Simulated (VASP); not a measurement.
**Mg2Sn: electric field gradients with LDA**

Mg2Sn:

```
Mg Sn
1.0
     0.00000    3.33383    3.33383
     3.33383    0.00000    3.33383
     3.33383    3.33383    0.00000
Mg Sn
2 1
Direct
  0.25000 0.25000 0.25000
  0.75000 0.75000 0.75000
  0.00000 0.00000 0.00000
```

```yaml
Program: VASP 6.6.1
Task: electric field gradients
Functional: LDA
Potentials_or_basis: VASP PAW LDA potentials, release 64 (Mg, Sn_d)
Cutoff: 520 eV
k_mesh: 11 × 11 × 11
Occupations: fermi-dirac, width 0.08 eV
Spin: no spin polarisation
Dipole_correction: no
Further_INCAR_settings: ALGO = Normal; EDIFF = 1e-08; NBANDS = 16
```

| Property | Result |
| --- | --- |
| Pressure | -0.4 GPa |
| Band gap on the k mesh | zero (bands 9 and 10 overlap by 0.09 eV) |
| Largest electric field gradient by atom | zero within the noise of the run |

Levels at points of the mesh, in eV from the Fermi level:
| k point | band 5 | band 6 | band 7 | band 8 | band 9 | band 10 | band 11 | band 12 | band 13 | band 14 |
| --- | --- | --- | --- | --- | --- | --- | --- | --- | --- | --- |
| (0.00, 0.00, 0.00) | -20.85 | -9.30 | 0.02 | 0.02 | 0.02 | 1.56 | 2.25 | 2.25 | 2.25 | 4.18 |

Run time: 80 s on 1 thread of Intel Xeon 8259CL, on a shared host, peak memory 0.22 GiB.

Caveat: spin-orbit coupling is left out, which moves the levels of the heavy elements.
